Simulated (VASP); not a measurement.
# NaScCu (I4mm) in VASP: single point with LDA

Aim: the single point of NaScCu with LDA.

Program: VASP 6.6.1. These are calculated values, not measurements. Logs are shortened: lines on timing, memory, paths and dates and some standing lists are left out, and cuts for length are marked.

## (1) The cell of the first run

Symmetry: I4mm, No. 107, tetragonal system. The conventional cell has a = 3.155 Å, b = 3.155 Å, c = 12.441 Å, α = 90.00°, β = 90.00°, γ = 90.00°. Na (site symmetry 4mm) has 4 Cu at 3.00 Å and 4 Na at 3.16 Å and 5 Sc at 3.37 to 3.62 Å within 4.0 Å. Sc (site symmetry 4mm) has 4 Cu at 2.61 Å and 4 Sc at 3.16 Å and 1 Na at 3.37 Å within 3.4 Å. Cu (site symmetry 4mm) has 4 Sc at 2.61 Å and 4 Na at 3.00 Å and 4 Cu at 3.16 Å within 3.4 Å.

## (2) Single point, LDA

INCAR

```
PREC = Accurate ; ENCUT = 520
EDIFF = 1E-6 ; ISMEAR = -1
SIGMA = 0.15 ; LREAL = False
LASPH = True ; NELM = 60
ALGO = Fast ; ISIF = 2
LWAVE = False ; LCHARG = True
GGA = CA ; LELF = True
LVHAR = True ; NBANDS = 22
```

KPOINTS

```
regular mesh
0
Gamma
  18 18 18
```

POSCAR

```
NaScCu
1.0
   -1.5776090922      1.5776090922      6.2202582571
    1.5776090922     -1.5776090922      6.2202582571
    1.5776090922      1.5776090922     -6.2202582571
Na Sc Cu
1 1 1
Direct
    0.6893735033      0.6893735033      0.0000000000
   -0.0401095177     -0.0401095177      0.0000000000
    0.3507360144      0.3507360144      0.0000000000
```

Potentials or basis: VASP PAW LDA potentials, release 64 (Na_pv, Sc_sv, Cu).

The run is started by

```console
cat potpaw_LDA.64/Na_pv/POTCAR potpaw_LDA.64/Sc_sv/POTCAR potpaw_LDA.64/Cu/POTCAR > POTCAR
mpirun -np 1 vasp_std > vasp.out
```

OUTCAR:

```text
PREC = Accurate
   ENCUT = 520
   EDIFF = 1E-6
   ISMEAR = -1
   LREAL = False
   LASPH = True
   NELM = 60
   ISIF = 2
   GGA = CA

 ion  position               nearest neighbor table
   1  0.689  0.689  0.000-
   2  0.960  0.960  0.000-   3 2.61   3 2.61   3 2.61   3 2.61
   3  0.351  0.351  0.000-   2 2.61   2 2.61   2 2.61   2 2.61

  LATTYP: Found a body centered tetragonal cell.
 ALAT       =     3.1552181844
 C/A-ratio  =     3.9428387475

  Lattice vectors:

 A1 = (  -1.5776090922,   1.5776090922,   6.2202582571)
 A2 = (   1.5776090922,  -1.5776090922,   6.2202582571)
 A3 = (   1.5776090922,   1.5776090922,  -6.2202582571)

Analysis of symmetry for initial positions (statically):
=====================================================================
 Subroutine PRICEL returns:
 Original cell was already a primitive cell.

 Routine SETGRP: Setting up the symmetry group for a
 body centered tetragonal supercell.

 Subroutine GETGRP returns: Found  8 space group operations
 (whereof  8 operations were pure point group operations)
 out of a pool of 16 trial point group operations.

The static configuration has the point symmetry C_4v.

Analysis of symmetry for dynamics (positions and initial velocities):
=====================================================================
 Subroutine PRICEL returns:
 Original cell was already a primitive cell.

 Routine SETGRP: Setting up the symmetry group for a
 body centered tetragonal supercell.

 Subroutine GETGRP returns: Found  8 space group operations
 (whereof  8 operations were pure point group operations)
 out of a pool of 16 trial point group operations.

The dynamic configuration has the point symmetry C_4v.

 Subroutine INISYM returns: Found  8 space group operations
 (whereof  8 operations are pure point group operations),
 and found     1 'primitive' translations

----------------------------------------------------------------------------------------

                                     Primitive cell

  volume of cell :      61.9252

  direct lattice vectors                    reciprocal lattice vectors
    -1.577609092  1.577609092  6.220258257     0.000000000  0.316935293  0.080382515
     1.577609092 -1.577609092  6.220258257     0.316935293  0.000000000  0.080382515
     1.577609092  1.577609092 -6.220258257     0.316935293  0.316935293  0.000000000

  length of vectors
     6.608276150  6.608276150  6.608276150     0.326969920  0.326969920  0.448214190

  position of ions in fractional coordinates (direct lattice)
     0.689373503  0.689373503  0.000000000
     0.959890482  0.959890482  0.000000000
     0.350736014  0.350736014  0.000000000

  ion indices of the primitive-cell ions
   primitive index   ion index
                 1           1
                 2           2
                 3           3

----------------------------------------------------------------------------------------

 KPOINTS: regular mesh

Automatic generation of k-mesh.
 Grid dimensions read from file:
 generate k-points for:   18   18   18

 Generating k-lattice:

  Cartesian coordinates                     Fractional coordinates (reciprocal lattice)
     0.000000000  0.017607516  0.004465695     0.055555556 -0.000000000  0.000000000
     0.017607516  0.000000000  0.004465695    -0.000000000  0.055555556  0.000000000
     0.017607516  0.017607516  0.000000000     0.000000000  0.000000000  0.055555556

  Length of vectors
     0.018164996  0.018164996  0.024900788

  Shift w.r.t. Gamma in fractional coordinates (k-lattice)
     0.000000000  0.000000000  0.000000000

 Subroutine IBZKPT returns following result:
 ===========================================

 Found    480 irreducible k-points:

 Following reciprocal coordinates:
            Coordinates               Weight
  0.000000  0.000000  0.000000      1.000000
  0.055556 -0.000000  0.000000      8.000000
  0.111111 -0.000000  0.000000      8.000000
  0.166667  0.000000  0.000000      8.000000
  0.222222 -0.000000  0.000000      8.000000
  0.277778 -0.000000  0.000000      8.000000
[... 16 lines left out ...]
 -0.277778  0.055556 -0.000000     16.000000
 -0.222222  0.055556  0.000000     16.000000
 [... further k-points ...]
   k-points           NKPTS =    480   k-points in BZ     NKDIM =    480   number of bands    NBANDS=     22
   number of dos      NEDOS =    301   number of ions     NIONS =      3
   total plane-waves  NPLWV = 125000
   dimension x,y,z NGX =    50 NGY =   50 NGZ =   50
   dimension x,y,z NGXF=   100 NGYF=  100 NGZF=  100
   ions per type =               1   1   1
   NGX,Y,Z   is equivalent  to a cutoff of  12.58, 12.58, 12.58 a.u.
   NGXF,Y,Z  is equivalent  to a cutoff of  25.16, 25.16, 25.16 a.u.
 SYSTEM =  unknown system
   PREC   = accura    normal or accurate (medium, high low for compatibility)
   ISTART =      0    job   : 0-new  1-cont  2-samecut
   ICHARG =      2    charge: 1-file 2-atom 10-const
   ISPIN  =      1    spin polarized calculation?
   LNONCOLLINEAR =      F non collinear calculations
   LSORBIT =      F    spin-orbit coupling
   LASPH  =      T    aspherical Exc in radial PAW
   ENCUT  =  520.0 eV  38.22 Ry    6.18 a.u.  12.29 12.29 12.29*2*pi/ulx,y,z
   NELM   =     60;   NELMIN=  2; NELMDL= -5     # of ELM steps
   EDIFF  = 0.1E-05   stopping-criterion for ELM
   LREAL  =      F    real-space projection
   EDIFFG = 0.1E-04   stopping-criterion for IOM
   NSW    =      0    number of steps for IOM
   IBRION =     -1    ionic relax: 0-MD 1-quasi-New 2-CG
   NFREE  =      0    steps in history (QN), initial steepest desc. (CG)
   ISIF   =      2    stress and relaxation
   ISYM   =      2    0-nonsym 1-usesym 2-fastsym
   POTIM  = 0.5000    time-step for ionic-motion
   TEBEG  =    0.0;   TEEND  =   0.0 temperature during run
   PSTRESS=    0.0 pullay stress
   NELECT =      29.0000    total number of electrons
   NUPDOWN=      -1.0000    fix difference up-down
   EMIN   =  10.00;   EMAX   =-10.00  energy-range for DOS
   EFERMI =   0.00;   METHOD = LEGACY
   ISMEAR =    -1;   SIGMA  =   0.15  broadening in eV -4-tet -1-fermi 0-gaus
   EFERMI_NEDOS =   21; number of points for ismear=-14 and -15
   IALGO  =     68    algorithm
   IMIX   =      4    mixing-type and parameters
     AMIX     =   0.40;   BMIX     =  1.00
     AMIX_MAG =   1.60;   BMIX_MAG =  1.00
  volume/ion in A,a.u.               =      20.64       139.30
  Fermi-wavevector in a.u.,A,eV,Ry     =   1.271311  2.402429 21.990162  1.616231
  Thomas-Fermi vector in A             =   2.404251
   LORBIT       =      0    0 simple, 1 ext, 2 COOP (PROOUT), +10 PAW based schemes
   GGA     = CA    functional components
   LHFCALC =     F    Hartree Fock is set to
   AEXX    =    0.0000 exact exchange contribution
   IVDW    =     0    specifies the selected vdW correction
   LEPSILON=     F    determine dielectric tensor
   LRPA    =     F    only Hartree local field effects (RPA)
 non-spin polarized calculation
 RMM-DIIS sequential band-by-band and
  energy-cutoff  :      520.00
  volume of cell :       61.93
 maximum number of plane-waves:      1698
 NGX is ok and might be reduce to    50
   NGX = 25   NGY = 25   NGZ = 25

 number of electron      29.0000003 magnetization

 Free energy of the ion-electron system (eV)
  ---------------------------------------------------
  ext. energy  EPLUGINS =         0.00000000
  ---------------------------------------------------
  free energy    TOTEN  =       -12.48391867 eV

  energy without entropy =      -12.30734800  energy(sigma->0) =      -12.39563334

 E-fermi :   3.1823     XC(G=0):  -9.7856

 val. band max:        3.1804280203   @ k =  -0.2778   0.2778   0.1111
 cond. band min:       3.1838081374   @ k =  -0.2222   0.2222   0.2222
 fundamental gap:      0.0033801170
 Fermi energy:         3.1822885913

 k-point     1 :       0.0000    0.0000    0.0000
  band No.  band energies     occupation
      1     -45.8349      2.00000
      2     -24.8523      2.00000
      3     -24.6638      2.00000
      4     -24.6638      2.00000
      5     -20.7454      2.00000
      6     -20.7404      2.00000
[... 14 lines left out ...]
     21      12.3776      0.00000
     22      12.5800      0.00000

 k-point     2 :       0.0556   -0.0000    0.0000
  band No.  band energies     occupation
      1     -45.8339      2.00000
      2     -24.8511      2.00000
      3     -24.6735      2.00000
      4     -24.6630      2.00000
      5     -20.7451      2.00000
      6     -20.7436      2.00000
[... 14 lines left out ...]
     21      11.8937      0.00000
     22      12.4974      0.00000

 k-point     3 :       0.1111   -0.0000    0.0000
  band No.  band energies     occupation
      1     -45.8310      2.00000
      2     -24.8478      2.00000
      3     -24.7015      2.00000
      4     -24.6606      2.00000
      5     -20.7530      2.00000
      6     -20.7439      2.00000
[... 14 lines left out ...]
     21      10.9247      0.00000
     22      12.3930      0.00000

 k-point     4 :       0.1667    0.0000    0.0000
  band No.  band energies     occupation
      1     -45.8266      2.00000
      2     -24.8428      2.00000
      3     -24.7441      2.00000
      4     -24.6569      2.00000
      5     -20.7672      2.00000
      6     -20.7422      2.00000
[... 14 lines left out ...]
     21       9.8825      0.00000
     22      11.4174      0.00000

 k-point     5 :       0.2222   -0.0000    0.0000
  band No.  band energies     occupation
      1     -45.8212      2.00000
      2     -24.8368      2.00000
      3     -24.7957      2.00000
      4     -24.6524      2.00000
      5     -20.7847      2.00000
      6     -20.7401      2.00000
[... 14 lines left out ...]
     21       8.9304      0.00000
     22      10.5095      0.00000

 k-point     6 :       0.2778   -0.0000    0.0000
  band No.  band energies     occupation
      1     -45.8155      2.00000
      2     -24.8515      2.00000
      3     -24.8290      2.00000
      4     -24.6476      2.00000
      5     -20.8032      2.00000
      6     -20.7379      2.00000
[... 14 lines left out ...]
     21       8.2009      0.00000
     22       9.7048      0.00000

 k-point     7 :       0.3333   -0.0000    0.0000
  band No.  band energies     occupation
      1     -45.8101      2.00000
      2     -24.9020      2.00000
      3     -24.8232      2.00000
      4     -24.6431      2.00000
      5     -20.8205      2.00000
      6     -20.7357      2.00000
[... 324 lines left out ...]
      6     -20.7344      2.00000
[... 14 lines left out ...]
     21       7.7871      0.00000
     22       8.4854      0.00000

 k-point    21 :      -0.3889    0.0556    0.0000
  band No.  band energies     occupation
      1     -45.8047      2.00000
      2     -24.9419      2.00000
      3     -24.8172      2.00000
      4     -24.6487      2.00000
      5     -20.8341      2.00000
      6     -20.7352      2.00000
[... 14 lines left out ...]
     21       7.7369      0.00000
     22       8.6185      0.00000

 k-point    22 :      -0.3333    0.0556   -0.0000
  band No.  band energies     occupation
      1     -45.8091      2.00000
      2     -24.9008      2.00000
      3     -24.8223      2.00000
      4     -24.6524      2.00000
      5     -20.8200      2.00000
      6     -20.7365      2.00000
[... 14 lines left out ...]
     21       7.8485      0.00000
     22       9.0269      0.00000

 k-point    23 :      -0.2778    0.0556   -0.0000
  band No.  band energies     occupation
      1     -45.8145      2.00000
      2     -24.8504      2.00000
      3     -24.8280      2.00000
      4     -24.6570      2.00000
      5     -20.8028      2.00000
      6     -20.7381      2.00000
[... 14 lines left out ...]
     21       8.2813      0.00000
     22       9.6710      0.00000

 k-point    24 :      -0.2222    0.0556    0.0000
  band No.  band energies     occupation
      1     -45.8202      2.00000
      2     -24.8357      2.00000
      3     -24.7947      2.00000
      4     -24.6619      2.00000
      5     -20.7843      2.00000
      6     -20.7399      2.00000
[... 14 lines left out ...]
     21       9.0276      0.00000
     22      10.4872      0.00000

 [... further k-points ...]
[... 5 lines left out ...]
  --------------------------------------------------------------------------------------
  -------------------------------------------------------------------------------------
  Total        0.1067906      0.1067906      0.0884517      0.0000000      0.0000000      0.0000000
  in kB        2.7629724      2.7629724      2.2884933      0.0000000      0.0000000      0.0000000
  external PRESSURE =       2.6048127 kB  Pullay stress =       0.0000000 kB

 VOLUME and BASIS-vectors are now :
 -----------------------------------------------------------------------------
  energy-cutoff  :      520.00
  volume of cell :       61.93
      direct lattice vectors                 reciprocal lattice vectors
    -1.577609092  1.577609092  6.220258257     0.000000000  0.316935293  0.080382515
     1.577609092 -1.577609092  6.220258257     0.316935293  0.000000000  0.080382515
     1.577609092  1.577609092 -6.220258257     0.316935293  0.316935293  0.000000000

 POSITION                                       TOTAL-FORCE (eV/Angst)
 -----------------------------------------------------------------------------------
      0.00000      0.00000      8.57616        -0.000000     -0.000000     -0.006813
      0.00000      0.00000     11.94153        -0.000000     -0.000000      0.062214
      0.00000      0.00000      4.36334         0.000000      0.000000     -0.055401
 -----------------------------------------------------------------------------------
    total drift:                                0.000000      0.000000     -0.002738

  FREE ENERGIE OF THE ION-ELECTRON SYSTEM (eV)
  ---------------------------------------------------
  free  energy   TOTEN  =       -12.4839186739 eV

  energy  without entropy=      -12.3073480043  energy(sigma->0) =      -12.39563334
```

Run time: 25 min. Hardware: 1 thread of Intel Xeon 6975P-C (Granite Rapids), shared host; peak memory 0.82 GiB.

Results:

```yaml
Free_energy: -12.4839 eV
Pressure: 0.3 GPa
Largest_force: 0.062 eV/Å
Band_gap_on_the_k_mesh: zero (an odd number of electrons rules out a gap without spin polarisation)
```

Forces on the atoms (eV/Å):
```
Na   0.000  0.000 -0.007
Sc   0.000  0.000  0.062
Cu   0.000  0.000 -0.055
```

Levels at points of the mesh, in eV from the Fermi level:
```csv
k point,band 13,band 14,band 15,band 16,band 17,band 18
"(0.00, 0.00, 0.00)",-3.04,-1.83,-0.98,0.30,2.36,2.36
"(0.50, 0.00, 0.00)",-1.87,-1.74,-0.14,0.82,1.02,2.07
"(0.50, 0.50, 0.00)",-1.67,-0.27,-0.15,1.83,2.17,2.66
"(0.50, 0.50, 0.50)",-3.08,-3.04,0.23,0.31,2.37,2.37
```
